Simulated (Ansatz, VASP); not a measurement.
One calculation of GaN, two programs

```xyz
4
Lattice="3.1800 0.0000 0.0000 -1.5900 2.7540 0.0000 0.0000 0.0000 5.1660" Properties=species:S:1:pos:R:3 pbc="T T T"
Ga    0.0000    1.8360    0.0000
Ga    1.5900    0.9180    2.5830
N     0.0000    1.8360    1.9373
N     1.5900    0.9180    4.5203
```

Alike in both runs: task relaxation of cell and atoms; functional PBE; k mesh 10 × 10 × 6; occupations gaussian, width 0.05 eV; no spin polarisation.

```csv
,VASP,Ansatz
version,VASP 6.6.1,Ansatz 0.2.0
potentials or method,"VASP PAW PBE potentials, release 64 (Ga_d, N), cutoff 600 eV","scalar-relativistic, plane waves, PAW"
valence electrons in the cell,36,36
```

VASP gave:

- gap on the k mesh at the Fermi level, each at its own relaxed structure (eV): 1.72
- relaxed volume (Å³/atom): 11.75
- relaxed length of the cell vector where the two differ most in proportion (Å): 3.217

Q: Estimate Ansatz's values.

A: gap on the k mesh at the Fermi level, each at its own relaxed structure (eV): 1.71; relaxed volume (Å³/atom): 11.76; relaxed length of the cell vector where the two differ most in proportion (Å): 3.218.
